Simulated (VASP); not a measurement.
# Ti2CuP3 (P-4m2) in VASP: further runs

Runs on Ti2CuP3. Level: r2SCAN+U. Tasks: single point.

Everything below comes from runs of VASP 6.6.1. Logs are shortened: lines on timing, memory, paths and dates and some standing lists are left out, and cuts for length are marked.

### 1 The cell of the first run

The structure is tetragonal, space group P-4m2 (No. 115). Conventional cell: a = 3.451 Å, b = 3.451 Å, c = 7.578 Å, α = 90.00°, β = 90.00°, γ = 90.00°. Within 3.5 Å of P (site symmetry 2mm) lie 5 Ti at 2.55 to 2.59 Å and 10 P at 3.07 to 3.45 Å and 2 Cu at 3.34 Å. P (site symmetry -4m2) has 4 Cu at 2.44 Å and 4 Ti at 2.74 Å within 3.2 Å. Within 3.5 Å of Ti (site symmetry 2mm) lie 7 P at 2.55 to 2.74 Å and 2 Cu at 2.74 Å and 4 Ti at 3.45 Å. Within 3.2 Å of Cu (site symmetry -4m2) lie 4 P at 2.44 Å and 4 Ti at 2.74 Å.

### 2 Single point, r2SCAN+U

The input, POSCAR:

```
Ti2CuP3
1.0
    3.4511750328      0.0000000000      0.0000000000
    0.0000000000      3.4511750328      0.0000000000
    0.0000000000      0.0000000000      7.5775222755
P Ti Cu
3 2 1
Direct
    0.0000000000      0.5000000000      0.3776170574
    0.5000000000      0.0000000000      0.6223829426
    0.5000000000      0.5000000000      0.0000000000
    0.0000000000      0.5000000000      0.7195268182
    0.5000000000      0.0000000000      0.2804731818
    0.0000000000      0.0000000000      0.0000000000
```

The input, INCAR.step1:

```
SYSTEM = Ti2CuP3
PREC = Accurate ; ENCUT = 770
ISMEAR = -5 ; SIGMA = 0.1
LREAL = .FALSE. ; LASPH = .TRUE.
NELM = 200 ; LMAXMIX = 4
LDAU = .TRUE. ; LDAUTYPE = 2
LDAUL = -1 2 2 ; LDAUU = 0 3.91 6.13
LDAUJ = 0 0 0 ; NBANDS = 38
GGA = PE ; ALGO = Normal
EDIFF = 1E-5 ; LWAVE = .TRUE.
LCHARG = .FALSE. ; GGA_COMPAT = .FALSE.
```

The input, INCAR.step2:

```
SYSTEM = Ti2CuP3
PREC = Accurate ; ENCUT = 770
EDIFF = 1E-6 ; ISMEAR = -5
SIGMA = 0.1 ; LREAL = .FALSE.
LASPH = .TRUE. ; NELM = 200
ALGO = Normal ; ISIF = 2
LWAVE = .FALSE. ; LCHARG = .FALSE.
LMAXMIX = 4 ; LDAU = .TRUE.
LDAUTYPE = 2 ; LDAUL = -1 2 2
LDAUU = 0 3.91 6.13 ; LDAUJ = 0 0 0
LDAUPRINT = 1 ; METAGGA = R2SCAN
LMIXTAU = .TRUE. ; NBANDS = 38
ISTART = 1 ; GGA_COMPAT = .FALSE.
```

The input, KPOINTS:

```
Automatic mesh
0
G
  5 5 3
  0 0 0
```

Potentials or basis: VASP PAW PBE potentials, release 64 (P, Ti_sv, Cu_sv_GW).

Command:

```console
$ cat potpaw_PBE.64/P/POTCAR potpaw_PBE.64/Ti_sv/POTCAR potpaw_PBE.64/Cu_sv_GW/POTCAR > POTCAR
$ cp INCAR.step1 INCAR
$ mpirun -np 1 vasp_std > vasp.out
$ cp INCAR.step2 INCAR
$ mpirun -np 1 vasp_std > vasp.out
```

OUTCAR:

```text
SYSTEM = Ti2CuP3
   PREC = Accurate
   ENCUT = 770
   EDIFF = 1E-6
   ISMEAR = -5
   LREAL = .FALSE.
   LASPH = .TRUE.
   NELM = 200
   ISIF = 2
   METAGGA = R2SCAN
   ISTART = 1

 ion  position               nearest neighbor table
   1  0.000  0.500  0.378-   5 2.55   5 2.55   5 2.55   5 2.55   4 2.59
   2  0.500  0.000  0.622-   4 2.55   4 2.55   4 2.55   4 2.55   5 2.59
   3  0.500  0.500  0.000-   6 2.44   6 2.44   6 2.44   6 2.44   5 2.74   4 2.74   4 2.74   5 2.74

   4  0.000  0.500  0.720-   2 2.55   2 2.55   2 2.55   2 2.55   1 2.59   6 2.74   6 2.74   3 2.74
                             3 2.74
   5  0.500  0.000  0.280-   1 2.55   1 2.55   1 2.55   1 2.55   2 2.59   3 2.74   6 2.74   6 2.74
                             3 2.74
   6  0.000  0.000  0.000-   3 2.44   3 2.44   3 2.44   3 2.44   4 2.74   5 2.74   5 2.74   4 2.74

  LATTYP: Found a simple tetragonal cell.
 ALAT       =     3.4511750328
 C/A-ratio  =     2.1956354585

  Lattice vectors:

 A1 = (   3.4511750328,   0.0000000000,   0.0000000000)
 A2 = (   0.0000000000,   3.4511750328,   0.0000000000)
 A3 = (   0.0000000000,   0.0000000000,   7.5775222755)

Analysis of symmetry for initial positions (statically):
=====================================================================
 Subroutine PRICEL returns:
 Original cell was already a primitive cell.

 Routine SETGRP: Setting up the symmetry group for a
 simple tetragonal supercell.

 Subroutine GETGRP returns: Found  8 space group operations
 (whereof  8 operations were pure point group operations)
 out of a pool of 16 trial point group operations.

The static configuration has the point symmetry D_2d.

Analysis of symmetry for dynamics (positions and initial velocities):
=====================================================================
 Subroutine PRICEL returns:
 Original cell was already a primitive cell.

 Routine SETGRP: Setting up the symmetry group for a
[... 137 lines left out ...]
   LRPA    =     F    only Hartree local field effects (RPA)
 non-spin polarized calculation
 Fermi weights with tetrahedron method with Bloechl corrections
  energy-cutoff  :      770.00
  volume of cell :       90.25
 maximum number of plane-waves:      4395
 NGX is ok and might be reduce to    32
   NGX = 15   NGY = 15   NGZ = 35

atom =   4  type =  2  l = 2

 onsite density matrix

spin component  1
[... 83 lines left out ...]
  o =  0.8890  v =  1.0000  0.0000  0.0000  0.0000  0.0000  0.0000  0.0000  0.0000  0.0000  0.0000      0.0000  0.0000  0.0000  0.0000  0.0000  0.0000  0.0000  0.0000  0.0000  0.0000
  o =  0.8890  v =  0.0000  0.0000  0.0000  0.0000  0.0000  1.0000  0.0000  0.0000  0.0000  0.0000      0.0000  0.0000  0.0000  0.0000  0.0000  0.0000  0.0000  0.0000  0.0000  0.0000
  o =  0.9115  v =  0.0000  0.0000 -1.0000 -0.0000  0.0000  0.0000  0.0000  0.0000  0.0000  0.0000      0.0000  0.0000  0.0000  0.0000  0.0000  0.0000  0.0000  0.0000  0.0000  0.0000
  o =  0.9115  v =  0.0000  0.0000  0.0000  0.0000  0.0000  0.0000  0.0000 -1.0000 -0.0000  0.0000      0.0000  0.0000  0.0000  0.0000  0.0000  0.0000  0.0000  0.0000  0.0000  0.0000
  o =  0.9163  v =  0.0000  0.0000  0.0000  0.0000  0.0000  0.0000  1.0000  0.0000  0.0019 -0.0000      0.0000  0.0000  0.0000  0.0000  0.0000  0.0000  0.0000  0.0000  0.0000  0.0000
  o =  0.9163  v =  0.0000  1.0000  0.0000  0.0019 -0.0000  0.0000  0.0000  0.0000  0.0000  0.0000      0.0000  0.0000  0.0000  0.0000  0.0000  0.0000  0.0000  0.0000  0.0000  0.0000
  o =  0.9163  v =  0.0000 -0.0019 -0.0000  1.0000  0.0000  0.0000  0.0000  0.0000  0.0000  0.0000      0.0000  0.0000  0.0000  0.0000  0.0000  0.0000  0.0000  0.0000  0.0000  0.0000
  o =  0.9163  v =  0.0000  0.0000  0.0000  0.0000  0.0000  0.0000 -0.0019 -0.0000  1.0000  0.0000      0.0000  0.0000  0.0000  0.0000  0.0000  0.0000  0.0000  0.0000  0.0000  0.0000
  o =  0.9275  v =  0.0000 -0.0000 -0.0000 -0.0000 -1.0000  0.0000  0.0000  0.0000  0.0000  0.0000      0.0000  0.0000  0.0000  0.0000  0.0000  0.0000  0.0000  0.0000  0.0000  0.0000
  o =  0.9275  v =  0.0000  0.0000  0.0000  0.0000  0.0000  0.0000 -0.0000 -0.0000 -0.0000 -1.0000      0.0000  0.0000  0.0000  0.0000  0.0000  0.0000  0.0000  0.0000  0.0000  0.0000

 number of electron      58.0000026 magnetization

 Free energy of the ion-electron system (eV)
  ---------------------------------------------------
  ext. energy  EPLUGINS =         0.00000000
  ---------------------------------------------------
  free energy    TOTEN  =       -59.69884393 eV

  energy without entropy =      -59.69884393  energy(sigma->0) =      -59.69884393

 E-fermi :   8.6960     XC(G=0): -12.3509

 val. band max:        8.7246245607   @ k =   0.2000   0.0000   0.0000
 cond. band min:       8.9389155825   @ k =   0.4000   0.4000   0.3333
 fundamental gap:      0.2142910218
 Fermi energy:         8.6959518845

 k-point     1 :       0.0000    0.0000    0.0000
  band No.  band energies     occupation
      1    -106.3769      2.00000
      2     -62.3093      2.00000
      3     -62.2583      2.00000
      4     -62.2583      2.00000
      5     -51.9560      2.00000
      6     -51.9550      2.00000
[... 481 lines left out ...]
     37      12.1508      0.00000
     38      12.7540      0.00000

------------------------ aborting loop because EDIFF is reached ----------------------------------------

  FORCE on cell =-STRESS in cart. coord.  units (eV):
  Direction    XX          YY          ZZ          XY          YZ          ZX
  --------------------------------------------------------------------------------------
  -------------------------------------------------------------------------------------
  Total       -0.8323542     -0.8323542      0.1187270      0.0000000      0.0000000      0.0000000
  in kB      -14.7760240    -14.7760240      2.1076524      0.0000000      0.0000000      0.0000000
  external PRESSURE =      -9.1481319 kB  Pullay stress =       0.0000000 kB

 VOLUME and BASIS-vectors are now :
 -----------------------------------------------------------------------------
  energy-cutoff  :      770.00
  volume of cell :       90.25
      direct lattice vectors                 reciprocal lattice vectors
     3.451175033  0.000000000  0.000000000     0.289756385  0.000000000  0.000000000
     0.000000000  3.451175033  0.000000000     0.000000000  0.289756385  0.000000000
     0.000000000  0.000000000  7.577522275     0.000000000  0.000000000  0.131969259

 POSITION                                       TOTAL-FORCE (eV/Angst)
 -----------------------------------------------------------------------------------
      0.00000      1.72559      2.86140        -0.000000     -0.000000     -0.109903
      1.72559      0.00000      4.71612        -0.000000     -0.000000      0.109903
      1.72559      1.72559      0.00000        -0.000000      0.000000      0.000000
      0.00000      1.72559      5.45223        -0.000000     -0.000000      0.170108
      1.72559      0.00000      2.12529         0.000000     -0.000000     -0.170108
      0.00000      0.00000      0.00000        -0.000000     -0.000000      0.000000
 -----------------------------------------------------------------------------------
    total drift:                                0.000000      0.000000      0.000000

  FREE ENERGIE OF THE ION-ELECTRON SYSTEM (eV)
  ---------------------------------------------------
  free  energy   TOTEN  =       -59.6988439330 eV

  energy  without entropy=      -59.6988439330  energy(sigma->0) =      -59.69884393
```

Run time: 3.9 min. Hardware: 1 thread of Intel Xeon Platinum 8375C at 2.90GHz (Ice Lake), shared host; peak memory 0.34 GiB.

Results:

```
Free energy            : -59.6988 eV
Pressure               : -0.9 GPa
Largest force          : 0.170 eV/Å
Band gap on the k mesh : zero (bands 29 and 30 overlap by 1.62 eV)
```

Forces in eV/Å, atoms in the order of the input:
```
P    0.000  0.000 -0.110
P    0.000  0.000  0.110
P    0.000  0.000  0.000
Ti   0.000  0.000  0.170
Ti   0.000  0.000 -0.170
Cu   0.000  0.000  0.000
```

Levels at points of the mesh, in eV from the Fermi level:
```tsv
k point	band 27	band 28	band 29	band 30	band 31	band 32
(0.00, 0.00, 0.00)	-1.16	-0.72	0.73	0.73	0.84	0.97
```

Eigenvalues of the final occupation matrices:
```tsv
site	spin	trace	eigenvalues
site 4 d	1	0.87	0.10 0.12 0.17 0.21 0.26
site 4 d	2	0.87	0.10 0.12 0.17 0.21 0.26
site 5 d	1	0.87	0.10 0.12 0.17 0.21 0.26
site 5 d	2	0.87	0.10 0.12 0.17 0.21 0.26
site 6 d	1	4.56	0.89 0.91 0.92 0.92 0.93
site 6 d	2	4.56	0.89 0.91 0.92 0.92 0.93
```

Caveat: the k points lie up to 0.36 Å⁻¹ apart, too coarse for converged energies and pressures of a metal; the PAW data sets were made with another functional, which shifts forces and pressure a little; U without spin polarisation on a metal has little footing; the U is typed as a test and isn't derived for this compound; tetrahedron occupations give inexact forces and stress in metals.

### 3 Single point, r2SCAN+U

This run uses another cell than the first one, of 14.51 Å³/atom.

The input, POSCAR:

```
Ti2CuP3
1.0
    3.4004609095      0.0000000000      0.0000000000
    0.0000000000      3.4004609095      0.0000000000
    0.0000000000      0.0000000000      7.5273623541
P Ti Cu
3 2 1
Direct
    0.0000000000      0.5000000000      0.3755648266
    0.5000000000      0.0000000000      0.6244351734
    0.5000000000      0.5000000000      0.0000000000
    0.0000000000      0.5000000000      0.7226196277
    0.5000000000      0.0000000000      0.2773803723
    0.0000000000      0.0000000000      0.0000000000
```

The input, INCAR.step1:

```
PREC = Accurate ; ENCUT = 770
ISMEAR = -5 ; SIGMA = 0.1
LREAL = False ; LASPH = True
NELM = 200 ; LMAXMIX = 4
LDAU = True ; LDAUTYPE = 2
LDAUL = -1 -1 2 ; LDAUU = 0 0 4
LDAUJ = 0 0 0 ; NBANDS = 38
GGA = PE ; ALGO = Normal
EDIFF = 1E-5 ; LWAVE = True
LCHARG = False ; GGA_COMPAT = False
```

The input, INCAR.step2:

```
PREC = Accurate ; ENCUT = 770
EDIFF = 1E-6 ; ISMEAR = -5
SIGMA = 0.1 ; LREAL = False
LASPH = True ; NELM = 200
ALGO = Normal ; ISIF = 2
LWAVE = False ; LCHARG = False
LMAXMIX = 4 ; LDAU = True
LDAUTYPE = 2 ; LDAUL = -1 -1 2
LDAUU = 0 0 4 ; LDAUJ = 0 0 0
LDAUPRINT = 1 ; METAGGA = R2SCAN
LMIXTAU = True ; NBANDS = 38
ISTART = 1 ; GGA_COMPAT = False
```

The input, KPOINTS:

```
regular mesh
0
Gamma
  5 5 3
```

Potentials or basis: VASP PAW PBE potentials, release 64 (P, Ti_sv, Cu_sv_GW).

Command:

```console
$ cat potpaw_PBE.64/P/POTCAR potpaw_PBE.64/Ti_sv/POTCAR potpaw_PBE.64/Cu_sv_GW/POTCAR > POTCAR
$ cp INCAR.step1 INCAR
$ mpirun -np 1 vasp_std > vasp.out
$ cp INCAR.step2 INCAR
$ mpirun -np 1 vasp_std > vasp.out
```

Wall time 2.4 min (1 thread of Intel Xeon 6975P-C (Granite Rapids), shared host); peak memory 0.33 GiB.

It converged, with:

```yaml
Free_energy: -66.3527 eV
Pressure: -0.8 GPa
Largest_force: 0.039 eV/Å
Band_gap_on_the_k_mesh: zero (bands 29 and 30 overlap by 1.69 eV)
```

Forces on the atoms (eV/Å):
```
P    0.000  0.000 -0.007
P    0.000  0.000  0.007
P    0.000  0.000  0.000
Ti   0.000  0.000  0.039
Ti   0.000  0.000 -0.039
Cu   0.000  0.000  0.000
```

Stress tensor (GPa, compression positive):
```
-0.89  0.00  0.00
 0.00 -0.89  0.00
 0.00  0.00 -0.71
```

Levels at points of the mesh, in eV from the Fermi level:
| k point | band 27 | band 28 | band 29 | band 30 | band 31 | band 32 |
| --- | --- | --- | --- | --- | --- | --- |
| (0.00, 0.00, 0.00) | -1.33 | -0.91 | 0.75 | 0.75 | 1.12 | 1.24 |

Eigenvalues of the final occupation matrices:
```tsv
site	spin	trace	eigenvalues
site 6 d	1	4.52	0.88 0.91 0.91 0.91 0.92
site 6 d	2	4.52	0.88 0.91 0.91 0.91 0.92
```

Caveat: the k points lie up to 0.37 Å⁻¹ apart, too coarse for converged energies and pressures of a metal; the PAW data sets were made with another functional, which shifts forces and pressure a little; U without spin polarisation on a metal has little footing; the U is typed as a test and isn't derived for this compound; tetrahedron occupations give inexact forces and stress in metals.

### 4 Single point, r2SCAN+U

The input, POSCAR:

```
Ti2CuP3
1.0
    3.4513644540      0.0000000000      0.0000000000
    0.0000000000      3.4513644540      0.0000000000
    0.0000000000      0.0000000000      7.5752733017
P Ti Cu
3 2 1
Direct
    0.0000000000      0.5000000000      0.3775240080
    0.5000000000      0.0000000000      0.6224759920
    0.5000000000      0.5000000000      0.0000000000
    0.0000000000      0.5000000000      0.7195371732
    0.5000000000      0.0000000000      0.2804628268
    0.0000000000      0.0000000000      0.0000000000
```

The input, INCAR.step1:

```
PREC = Accurate
ENCUT = 770
ISMEAR = -5
SIGMA = 0.1
LREAL = False
LASPH = True
NELM = 200
LMAXMIX = 4
LDAU = True
LDAUTYPE = 2
LDAUL = -1 2 2
LDAUU = 0 3.91 6.13
LDAUJ = 0 0 0
NBANDS = 38
GGA = PE
ALGO = Normal
EDIFF = 1E-5
LWAVE = True
LCHARG = False
GGA_COMPAT = False
```

The input, INCAR.step2:

```
PREC = Accurate
ENCUT = 770
EDIFF = 1E-6
ISMEAR = -5
SIGMA = 0.1
LREAL = False
LASPH = True
NELM = 200
ALGO = Normal
ISIF = 2
LWAVE = False
LCHARG = False
LMAXMIX = 4
LDAU = True
LDAUTYPE = 2
LDAUL = -1 2 2
LDAUU = 0 3.91 6.13
LDAUJ = 0 0 0
LDAUPRINT = 1
METAGGA = R2SCAN
LMIXTAU = True
NBANDS = 38
ISTART = 1
GGA_COMPAT = False
```

KPOINTS is that of step 3.

Command:

```console
$ cat potpaw_PBE.64/P/POTCAR potpaw_PBE.64/Ti_sv/POTCAR potpaw_PBE.64/Cu_sv_GW/POTCAR > POTCAR
$ cp INCAR.step1 INCAR
$ mpirun -np 1 vasp_std > vasp.out
$ cp INCAR.step2 INCAR
$ mpirun -np 1 vasp_std > vasp.out
```

It took 5.6 min on 1 thread of AMD EPYC 7R13 (Zen 3), shared host; peak memory 0.3 GiB.

Results (log left out):

| Item | Value |
| --- | --- |
| Free energy | -59.6986 eV |
| Pressure | -0.9 GPa |
| Largest force | 0.204 eV/Å |
| Band gap on the k mesh | zero (bands 29 and 30 overlap by 1.61 eV) |

Forces in eV/Å, atoms in the order of the input:
```
P    0.000  0.000 -0.143
P    0.000  0.000  0.143
P    0.000  0.000  0.000
Ti   0.000  0.000  0.204
Ti   0.000  0.000 -0.204
Cu   0.000  0.000  0.000
```

Stress tensor (GPa, compression positive):
```
-1.27  0.00  0.00
 0.00 -1.27  0.00
 0.00  0.00 -0.15
```

Levels at points of the mesh, in eV from the Fermi level:
| k point | band 25 | band 26 | band 27 | band 28 | band 29 | band 30 | band 31 | band 32 | band 33 | band 34 |
| --- | --- | --- | --- | --- | --- | --- | --- | --- | --- | --- |
| (0.00, 0.00, 0.00) | -1.39 | -1.39 | -1.16 | -0.72 | 0.72 | 0.72 | 0.84 | 0.97 | 1.20 | 1.82 |

Eigenvalues of the final occupation matrices:
| site | spin | trace | eigenvalues |
| --- | --- | --- | --- |
| site 4 d | 1 | 0.87 | 0.10 0.12 0.17 0.21 0.27 |
| site 4 d | 2 | 0.87 | 0.10 0.12 0.17 0.21 0.27 |
| site 5 d | 1 | 0.87 | 0.10 0.12 0.17 0.21 0.27 |
| site 5 d | 2 | 0.87 | 0.10 0.12 0.17 0.21 0.27 |
| site 6 d | 1 | 4.56 | 0.89 0.91 0.92 0.92 0.93 |
| site 6 d | 2 | 4.56 | 0.89 0.91 0.92 0.92 0.93 |

Caveat: the k points lie up to 0.36 Å⁻¹ apart, too coarse for converged energies and pressures of a metal; the PAW data sets were made with another functional, which shifts forces and pressure a little; U without spin polarisation on a metal has little footing; the U is typed as a test and isn't derived for this compound; tetrahedron occupations give inexact forces and stress in metals.

### 5 Summary

```tsv
U	cell	gap on the mesh (eV)	pressure (GPa)	largest force (eV/Å)
Cu d U = 6.13 eV, Ti d U = 3.91 eV	a = 3.451, b = 3.451, c = 7.578 Å, 6 atoms, atomic positions A	none	-0.9	0.17
Cu d U = 4.0 eV	a = 3.400, b = 3.400, c = 7.527 Å, 6 atoms, atomic positions B	none	-0.8	0.04
Cu d U = 6.13 eV, Ti d U = 3.91 eV	a = 3.451, b = 3.451, c = 7.575 Å, 6 atoms, atomic positions A	none	-0.9	0.20
```

Alike in all rows: task single point; level r2SCAN+U; potentials or basis VASP PAW PBE potentials, release 64 (P, Ti_sv, Cu_sv_GW); no spin polarisation; k mesh 5 × 5 × 3; cutoff (eV) 770; smearing tetrahedron.

Caveats: all runs use coarse meshes; the PAW data sets were made with another functional, which shifts forces and pressure a little; U without spin polarisation on a metal has little footing; the U is typed as a test and isn't derived for this compound; tetrahedron occupations give inexact forces and stress in metals.

Absolute energies hang on the potentials; compare differences alone.
